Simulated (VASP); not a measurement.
**SiC: relaxation of cell and atoms with PBE**

SiC:

```
CELL_PARAMETERS angstrom
5.37083 0.00000 0.00000
-2.68541 4.65127 0.00000
0.00000 0.00000 3.89341
ATOMIC_POSITIONS crystal
Si 0.50000 0.00000 0.50000
Si 0.00000 0.50000 0.50000
Si 0.50000 0.50000 0.50000
C 0.00000 0.00000 0.50000
C 0.00000 0.00000 0.83646
C 0.00000 0.00000 0.16354
```

The cell was generated, and may not be a known phase.

| Item | Value |
| --- | --- |
| Program | VASP 6.6.1 |
| Task | relaxation of cell and atoms |
| Functional | PBE |
| Potentials or basis | VASP PAW PBE potentials, release 64 (Si, C) |
| Cutoff | 600 eV |
| k mesh | 12 × 12 × 10 |
| Occupations | gaussian, width 0.1 eV |
| Spin | no spin polarisation |
| Dipole correction | no |
| Further INCAR settings | ALGO = Normal; EDIFF = 1e-06; IBRION = 2; EDIFFG = -0.01; NSW = 100; ISIF = 3 |

```
Relaxed volume                        : 15.95 Å³/atom
Relaxed cell                          : a = 5.320 Å, b = 5.320 Å, c = 3.906 Å, α = 90.00°, β = 90.00°, γ = 120.00°
Space group after relaxing (to 0.1 Å) : P6/mmm (No. 191)
Energy gained by relaxing             : 1.9 meV/atom
Ionic steps                           : 9
Pressure after relaxing               : 0.0 GPa
Band gap on the k mesh                : zero (bands 12 and 13 overlap by 1.87 eV)
```

Stress tensor (GPa, compression positive):
```
-0.04  0.00  0.00
 0.00 -0.04  0.00
 0.00  0.00  0.09
```

Step by step:
```csv
step,energy change (eV),largest force (eV/Å),pressure (GPa),volume (Å³)
1,0.0000,0.4274,-0.43,97.26
2,0.0383,2.8270,-0.66,96.64
3,-0.0039,0.3319,-0.55,97.12
4,-0.0071,0.1592,-0.97,96.19
5,-0.0091,0.0294,-0.82,96.55
6,-0.0109,0.1706,0.21,95.52
7,-0.0111,0.1200,-0.05,95.77
8,-0.0097,0.4759,0.24,95.54
9,-0.0112,0.0017,0.01,95.73
```

Final structure:
```
Si C
1.0
     5.31980    0.00000    0.00000
    -2.65990    4.60708    0.00000
     0.00000    0.00000    3.90576
Si C
3 3
Direct
  0.50000 0.00000 0.50000
  0.00000 0.50000 0.50000
  0.50000 0.50000 0.50000
  0.00000 0.00000 0.50000
  0.00000 0.00000 0.83739
  0.00000 0.00000 0.16261
```

Levels at points of the mesh, in eV from the Fermi level:
```csv
k point,band 9,band 10,band 11,band 12,band 13,band 14,band 15,band 16
"(0.00, 0.00, 0.00)",-4.79,-0.29,-0.07,-0.07,2.12,2.12,2.96,2.96
"(0.50, 0.00, 0.00)",-2.43,-0.38,0.49,1.17,1.17,1.48,1.51,1.73
"(0.00, 0.00, 0.50)",-4.29,-4.22,-4.22,-3.17,1.00,1.00,1.98,1.98
"(0.50, 0.00, 0.50)",-3.49,-2.07,-2.05,-1.34,-0.70,0.91,1.71,2.14
```

It took 13 min on 1 thread of Intel(R) Xeon(R) Platinum 8488C (Sapphire Rapids), on a shared host, peak memory 0.39 GiB.
